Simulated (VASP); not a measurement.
# TiC (P-6m2) in VASP: a series of runs

TiC is run at these levels: PBE; tasks: single point.

Program: VASP 6.6.1. These are calculated values, not measurements. Logs are shortened: lines on timing, memory, paths and dates and some standing lists are left out, and cuts for length are marked.

### Step 1. The cell of the first run

It takes space group P-6m2 (No. 187, hexagonal). Conventional cell: a = 2.960 Å, b = 2.960 Å, c = 2.889 Å, α = 90.00°, β = 90.00°, γ = 120.00°. Ti (site symmetry -6m2) has 6 C at 2.24 Å and 8 Ti at 2.89 to 2.96 Å within 3.0 Å. Within 3.0 Å of C (site symmetry -6m2) lie 6 Ti at 2.24 Å and 8 C at 2.89 to 2.96 Å.

The cell was built from a structure type or drawn by symmetry, and may not be a known phase.

### Step 2. Single point, PBE

INCAR

```
  PREC = Accurate
  ENCUT = 520
  EDIFF = 1E-7
  ISMEAR = 0
  SIGMA = 0.1
  LREAL = False
  LASPH = True
  NELM = 100
  ALGO = Normal
  ISIF = 2
  LWAVE = False
  LCHARG = False
  GGA = PE
  NBANDS = 15
```

KPOINTS

```
Automatic mesh
0
Gamma
  6 6 6
```

POSCAR

```
TiC
1.0
    2.9600865000      0.0000000000      0.0000000000
   -1.4800432500      2.5635101100      0.0000000000
    0.0000000000      0.0000000000      2.8888978300
Ti C
1 1
Direct
    0.0000000000      0.0000000000      0.0000000000
    0.6666666700      0.3333333300      0.5000000000
```

Potentials or basis: VASP PAW PBE potentials, release 64 (Ti_sv, C).

On the command line:

```sh
> cat potpaw_PBE.64/Ti_sv/POTCAR potpaw_PBE.64/C/POTCAR > POTCAR
> mpirun -np 1 vasp_std > vasp.out
```

OUTCAR:

```text
PREC = Accurate
   ENCUT = 520
   EDIFF = 1E-7
   ISMEAR = 0
   LREAL = False
   LASPH = True
   NELM = 100
   ISIF = 2
   GGA = PE

 ion  position               nearest neighbor table
   1  0.000  0.000  0.000-   2 2.24   2 2.24   2 2.24   2 2.24   2 2.24   2 2.24
   2  0.667  0.333  0.500-   1 2.24   1 2.24   1 2.24   1 2.24   1 2.24   1 2.24

  LATTYP: Found a hexagonal cell.
 ALAT       =     2.9600865000
 C/A-ratio  =     0.9759504764

  Lattice vectors:

 A1 = (   2.9600865000,   0.0000000000,   0.0000000000)
 A2 = (  -1.4800432500,   2.5635101100,   0.0000000000)
 A3 = (   0.0000000000,   0.0000000000,   2.8888978300)

Analysis of symmetry for initial positions (statically):
=====================================================================
 Subroutine PRICEL returns:
 Original cell was already a primitive cell.

 Routine SETGRP: Setting up the symmetry group for a
 hexagonal supercell.

 Subroutine GETGRP returns: Found 12 space group operations
 (whereof 12 operations were pure point group operations)
 out of a pool of 24 trial point group operations.

The static configuration has the point symmetry D_3h.

Analysis of symmetry for dynamics (positions and initial velocities):
=====================================================================
 Subroutine PRICEL returns:
 Original cell was already a primitive cell.

 Routine SETGRP: Setting up the symmetry group for a
 hexagonal supercell.

 Subroutine GETGRP returns: Found 12 space group operations
 (whereof 12 operations were pure point group operations)
 out of a pool of 24 trial point group operations.

The dynamic configuration has the point symmetry D_3h.

 Subroutine INISYM returns: Found 12 space group operations
 (whereof 12 operations are pure point group operations),
 and found     1 'primitive' translations

----------------------------------------------------------------------------------------

                                     Primitive cell

  volume of cell :      21.9216

  direct lattice vectors                    reciprocal lattice vectors
     2.960086500  0.000000000  0.000000000     0.337827966  0.195045067  0.000000000
    -1.480043250  2.563510110  0.000000000     0.000000000  0.390090133  0.000000000
     0.000000000  0.000000000  2.888897830     0.000000000  0.000000000  0.346152775

  length of vectors
     2.960086500  2.960086503  2.888897830     0.390090134  0.390090133  0.346152775

  position of ions in fractional coordinates (direct lattice)
     0.000000000  0.000000000  0.000000000
     0.666666670  0.333333330  0.500000000

  ion indices of the primitive-cell ions
   primitive index   ion index
                 1           1
                 2           2

----------------------------------------------------------------------------------------

 KPOINTS: Automatic mesh

Automatic generation of k-mesh.
 Grid dimensions read from file:
 generate k-points for:    6    6    6

 Generating k-lattice:

  Cartesian coordinates                     Fractional coordinates (reciprocal lattice)
     0.056304661  0.032507511  0.000000000     0.166666667  0.000000000  0.000000000
     0.000000000  0.065015022  0.000000000     0.000000000  0.166666667  0.000000000
     0.000000000  0.000000000  0.057692129     0.000000000  0.000000000  0.166666667

  Length of vectors
     0.065015022  0.065015022  0.057692129

  Shift w.r.t. Gamma in fractional coordinates (k-lattice)
     0.000000000  0.000000000  0.000000000

 Subroutine IBZKPT returns following result:
 ===========================================

 Found     28 irreducible k-points:

 Following reciprocal coordinates:
            Coordinates               Weight
  0.000000  0.000000  0.000000      1.000000
  0.166667 -0.000000  0.000000      6.000000
  0.333333 -0.000000  0.000000      6.000000
  0.500000  0.000000  0.000000      3.000000
  0.166667  0.166667  0.000000      6.000000
  0.333333  0.166667  0.000000     12.000000
[... 16 lines left out ...]
  0.166667 -0.000000  0.500000      6.000000
  0.333333 -0.000000  0.500000      6.000000
 [... further k-points ...]
   k-points           NKPTS =     28   k-points in BZ     NKDIM =     28   number of bands    NBANDS=     15
   number of dos      NEDOS =    301   number of ions     NIONS =      2
   total plane-waves  NPLWV =  13824
   dimension x,y,z NGX =    24 NGY =   24 NGZ =   24
   dimension x,y,z NGXF=    48 NGYF=   48 NGZF=   48
   ions per type =               1   1
   NGX,Y,Z   is equivalent  to a cutoff of  13.48, 13.48, 13.81 a.u.
   NGXF,Y,Z  is equivalent  to a cutoff of  26.96, 26.96, 27.62 a.u.
 SYSTEM =  unknown system
   PREC   = accura    normal or accurate (medium, high low for compatibility)
   ISTART =      0    job   : 0-new  1-cont  2-samecut
   ICHARG =      2    charge: 1-file 2-atom 10-const
   ISPIN  =      1    spin polarized calculation?
   LNONCOLLINEAR =      F non collinear calculations
   LSORBIT =      F    spin-orbit coupling
   LASPH  =      T    aspherical Exc in radial PAW
   ENCUT  =  520.0 eV  38.22 Ry    6.18 a.u.   5.50  5.50  5.37*2*pi/ulx,y,z
   NELM   =    100;   NELMIN=  2; NELMDL= -5     # of ELM steps
   EDIFF  = 0.1E-06   stopping-criterion for ELM
   LREAL  =      F    real-space projection
   EDIFFG = 0.1E-05   stopping-criterion for IOM
   NSW    =      0    number of steps for IOM
   IBRION =     -1    ionic relax: 0-MD 1-quasi-New 2-CG
   NFREE  =      0    steps in history (QN), initial steepest desc. (CG)
   ISIF   =      2    stress and relaxation
   ISYM   =      2    0-nonsym 1-usesym 2-fastsym
   POTIM  = 0.5000    time-step for ionic-motion
   TEBEG  =    0.0;   TEEND  =   0.0 temperature during run
   PSTRESS=    0.0 pullay stress
   NELECT =      16.0000    total number of electrons
   NUPDOWN=      -1.0000    fix difference up-down
   EMIN   =  10.00;   EMAX   =-10.00  energy-range for DOS
   EFERMI =   0.00;   METHOD = LEGACY
   ISMEAR =     0;   SIGMA  =   0.10  broadening in eV -4-tet -1-fermi 0-gaus
   EFERMI_NEDOS =   21; number of points for ismear=-14 and -15
   IALGO  =     38    algorithm
   IMIX   =      4    mixing-type and parameters
     AMIX     =   0.40;   BMIX     =  1.00
     AMIX_MAG =   1.60;   BMIX_MAG =  1.00
  volume/ion in A,a.u.               =      10.96        73.97
  Fermi-wavevector in a.u.,A,eV,Ry     =   1.473978  2.785414 29.560162  2.172611
  Thomas-Fermi vector in A             =   2.588805
   LORBIT       =      0    0 simple, 1 ext, 2 COOP (PROOUT), +10 PAW based schemes
   GGA     = PE    functional components
   LHFCALC =     F    Hartree Fock is set to
   AEXX    =    0.0000 exact exchange contribution
   IVDW    =     0    specifies the selected vdW correction
   LEPSILON=     F    determine dielectric tensor
   LRPA    =     F    only Hartree local field effects (RPA)
 non-spin polarized calculation
 Gauss-broadening in eV      SIGMA  =   0.10
  energy-cutoff  :      520.00
  volume of cell :       21.92
 maximum number of plane-waves:       617
 NGX is ok and might be reduce to    24
   NGX = 11   NGY = 11   NGZ = 11

 number of electron      16.0000002 magnetization

 Free energy of the ion-electron system (eV)
  ---------------------------------------------------
  ext. energy  EPLUGINS =         0.00000000
  ---------------------------------------------------
  free energy    TOTEN  =       -17.20482371 eV

  energy without entropy =      -17.20230404  energy(sigma->0) =      -17.20356388

 E-fermi :   8.4750     XC(G=0): -12.2558

 val. band max:        8.2524069757   @ k =   0.5000   0.0000   0.1667
 cond. band min:       8.5604659403   @ k =   0.5000   0.0000   0.1667
 fundamental gap:      0.3080589646
 Fermi energy:         8.4750134215

 k-point     1 :       0.0000    0.0000    0.0000
  band No.  band energies     occupation
      1     -48.1009      2.00000
      2     -24.2172      2.00000
      3     -24.2172      2.00000
      4     -23.9388      2.00000
      5      -3.4363      2.00000
      6       7.4542      2.00000
      7       7.4542      2.00000
      8       7.4875      2.00000
      9       9.7044      0.00000
     10      11.6065      0.00000
     11      11.6065      0.00000
     12      13.8691      0.00000
     13      13.8691      0.00000
     14      16.5641      0.00000
     15      22.9979      0.00000

 k-point     2 :       0.1667   -0.0000    0.0000
  band No.  band energies     occupation
      1     -48.0832      2.00000
      2     -24.3419      2.00000
      3     -24.2451      2.00000
      4     -23.9217      2.00000
      5      -2.9115      2.00000
      6       6.4036      2.00000
      7       7.8374      2.00000
      8       7.8589      2.00000
      9       8.6939      0.00197
     10      11.5049      0.00000
     11      12.8351      0.00000
     12      13.0247      0.00000
     13      13.3926      0.00000
     14      17.7950      0.00000
     15      22.5148      0.00000

 k-point     3 :       0.3333   -0.0000    0.0000
  band No.  band energies     occupation
      1     -48.0475      2.00000
      2     -24.5850      2.00000
      3     -24.3002      2.00000
      4     -23.8875      2.00000
      5      -1.6304      2.00000
      6       4.6694      2.00000
      7       7.6464      2.00000
      8       8.0268      2.00000
      9       8.7106      0.00086
     10      11.3084      0.00000
     11      12.3452      0.00000
     12      12.5281      0.00000
     13      14.2447      0.00000
     14      18.7172      0.00000
     15      22.9559      0.00000

 k-point     4 :       0.5000    0.0000    0.0000
  band No.  band energies     occupation
      1     -48.0295      2.00000
      2     -24.7035      2.00000
      3     -24.3276      2.00000
      4     -23.8704      2.00000
      5      -0.7389      2.00000
      6       3.6860      2.00000
      7       7.2708      2.00000
      8       7.7651      2.00000
      9       9.2406      0.00000
     10      11.2132      0.00000
     11      12.0832      0.00000
     12      12.6376      0.00000
     13      14.7439      0.00000
     14      18.5972      0.00000
     15      22.6666      0.00000
[... 307 lines left out ...]
 k-point    22 :       0.0000    0.0000    0.5000
  band No.  band energies     occupation
      1     -48.0539      2.00000
      2     -24.3808      2.00000
      3     -24.1785      2.00000
      4     -24.1785      2.00000
      5      -0.8706      2.00000
      6       2.8569      2.00000
      7       8.5741      0.16116
      8       8.5741      0.16116
      9       9.5110      0.00000
     10       9.5110      0.00000
     11      12.2023      0.00000
     12      13.3787      0.00000
     13      13.3787      0.00000
     14      19.5657      0.00000
     15      21.0469      0.00000

 k-point    23 :       0.1667   -0.0000    0.5000
  band No.  band energies     occupation
      1     -48.0369      2.00000
      2     -24.3518      2.00000
      3     -24.2937      2.00000
      4     -24.2042      2.00000
      5      -0.7737      2.00000
      6       3.4167      2.00000
      7       7.8797      2.00000
      8       7.9736      2.00000
      9       8.9969      0.00000
     10      10.0079      0.00000
     11      12.4586      0.00000
     12      13.1971      0.00000
     13      14.1090      0.00000
     14      19.8531      0.00000
     15      22.3420      0.00000

 k-point    24 :       0.3333   -0.0000    0.5000
  band No.  band energies     occupation
      1     -48.0027      2.00000
      2     -24.5191      2.00000
      3     -24.2933      2.00000
      4     -24.2553      2.00000
      5      -0.5185      2.00000
      6       4.3765      2.00000
      7       6.3930      2.00000
      8       7.0935      2.00000
      9       8.8967      0.00000
     10      11.1753      0.00000
     11      12.6852      0.00000
     12      13.5351      0.00000
     13      15.2066      0.00000
     14      19.0260      0.00000
     15      21.6596      0.00000

 [... further k-points ...]
[... 5 lines left out ...]
  --------------------------------------------------------------------------------------
  -------------------------------------------------------------------------------------
  Total        0.8776089      0.8776089     -3.9110666      0.0000000      0.0000000      0.0000000
  in kB       64.1416265     64.1416267   -285.8473516      0.0000000      0.0000000      0.0000000
  external PRESSURE =     -52.5213662 kB  Pullay stress =       0.0000000 kB

 VOLUME and BASIS-vectors are now :
 -----------------------------------------------------------------------------
  energy-cutoff  :      520.00
  volume of cell :       21.92
      direct lattice vectors                 reciprocal lattice vectors
     2.960086500  0.000000000  0.000000000     0.337827966  0.195045067  0.000000000
    -1.480043250  2.563510110  0.000000000     0.000000000  0.390090133  0.000000000
     0.000000000  0.000000000  2.888897830     0.000000000  0.000000000  0.346152775

 POSITION                                       TOTAL-FORCE (eV/Angst)
 -----------------------------------------------------------------------------------
      0.00000      0.00000      0.00000         0.000000     -0.000000      0.000000
      1.48004      0.85450      1.44445        -0.000000      0.000000      0.000000
 -----------------------------------------------------------------------------------
    total drift:                               -0.000004      0.000002     -0.000000

  FREE ENERGIE OF THE ION-ELECTRON SYSTEM (eV)
  ---------------------------------------------------
  free  energy   TOTEN  =       -17.2048237143 eV

  energy  without entropy=      -17.2023040413  energy(sigma->0) =      -17.20356388
```

It took 4.9 s on 1 thread of Intel Xeon 6975P-C (Granite Rapids), shared host; peak memory 0.14 GiB.

What came out:

```yaml
Free_energy: -17.2048 eV
Pressure: -5.3 GPa
Band_gap_on_the_k_mesh: zero (bands 8 and 9 overlap by 0.01 eV)
```

Caveat: the k points lie up to 0.41 Å⁻¹ apart.

### Step 3. Single point, PBE

This run uses another cell than the first one, of 10.82 Å³/atom.

INCAR: that of step 2 with these lines changed.

```diff
@@ -11,4 +11,6 @@
   LWAVE = False
-  LCHARG = False
+  LCHARG = True
   GGA = PE
+  LELF = True
+  LVHAR = True
   NBANDS = 15
```

KPOINTS

```
regular mesh
0
Gamma
  6 6 6
```

POSCAR

```
TiC
1.0
    3.0511912070      0.0000000000      0.0000000000
   -1.5255956035      2.6424090971      0.0000000000
    0.0000000000      0.0000000000      2.6838339409
Ti C
1 1
Direct
    0.0000000000      0.0000000000      0.0000000000
    0.6666666667      0.3333333333      0.5000000000
```

Potentials or basis: VASP PAW PBE potentials, release 64 (Ti_sv, C).

On the command line:

```sh
> cat potpaw_PBE.64/Ti_sv/POTCAR potpaw_PBE.64/C/POTCAR > POTCAR
> mpirun -np 1 vasp_std > vasp.out
```

OUTCAR:

```text
PREC = Accurate
   ENCUT = 520
   EDIFF = 1E-7
   ISMEAR = 0
   LREAL = False
   LASPH = True
   NELM = 100
   ISIF = 2
   GGA = PE

 ion  position               nearest neighbor table
   1  0.000  0.000  0.000-   2 2.21   2 2.21   2 2.21   2 2.21   2 2.21   2 2.21
   2  0.667  0.333  0.500-   1 2.21   1 2.21   1 2.21   1 2.21   1 2.21   1 2.21

  LATTYP: Found a hexagonal cell.
 ALAT       =     3.0511912070
 C/A-ratio  =     0.8796020173

  Lattice vectors:

 A1 = (   3.0511912070,   0.0000000000,   0.0000000000)
[... 609 lines left out ...]
      9       9.3523      0.00000
     10      11.2445      0.00000
     11      13.4894      0.00000
     12      13.6439      0.00000
     13      15.3757      0.00000
     14      19.3906      0.00000
     15      21.9021      0.00000

 [... further k-points ...]
[... 5 lines left out ...]
  --------------------------------------------------------------------------------------
  -------------------------------------------------------------------------------------
  Total        0.0378445      0.0378445      0.0236484      0.0000000      0.0000000      0.0000000
  in kB        2.8021269      2.8021269      1.7510065      0.0000000      0.0000000      0.0000000
  external PRESSURE =       2.4517535 kB  Pullay stress =       0.0000000 kB

 VOLUME and BASIS-vectors are now :
 -----------------------------------------------------------------------------
  energy-cutoff  :      520.00
  volume of cell :       21.64
      direct lattice vectors                 reciprocal lattice vectors
     3.051191207  0.000000000  0.000000000     0.327740850  0.189221268  0.000000000
    -1.525595604  2.642409097  0.000000000     0.000000000  0.378442536  0.000000000
     0.000000000  0.000000000  2.683833941     0.000000000  0.000000000  0.372601294

 POSITION                                       TOTAL-FORCE (eV/Angst)
 -----------------------------------------------------------------------------------
      0.00000      0.00000      0.00000         0.000000     -0.000000      0.000000
      1.52560      0.88080      1.34192        -0.000000      0.000000      0.000000
 -----------------------------------------------------------------------------------
    total drift:                               -0.000000      0.000000      0.000000

  FREE ENERGIE OF THE ION-ELECTRON SYSTEM (eV)
  ---------------------------------------------------
  free  energy   TOTEN  =       -17.3589366785 eV

  energy  without entropy=      -17.3580689311  energy(sigma->0) =      -17.35850280
```

Wall time 4.6 s (1 thread of Intel Xeon 6975P-C (Granite Rapids), shared host); peak memory 0.13 GiB.

Results:

| Quantity | Value |
| --- | --- |
| Free energy | -17.3589 eV |
| Pressure | 0.2 GPa |
| Band gap on the k mesh | 0.27 eV (least direct gap 0.38 eV) |

Levels at points of the mesh, in eV from the valence-band top:
| k point | band 6 | band 7 | band 8 | band 9 | band 10 | band 11 |
| --- | --- | --- | --- | --- | --- | --- |
| (0.00, 0.00, 0.00) | -1.52 | -1.52 | -0.84 | 2.50 | 3.47 | 3.47 |
| (0.50, 0.00, 0.00) | -4.75 | -0.64 | -0.10 | 0.29 | 3.18 | 3.57 |
| (0.00, 0.00, 0.50) | -5.48 | -0.44 | -0.44 | 1.26 | 1.26 | 4.82 |
| (0.50, 0.00, 0.50) | -3.90 | -2.42 | -2.14 | 1.63 | 3.38 | 4.48 |

A k mesh can miss the band edges.
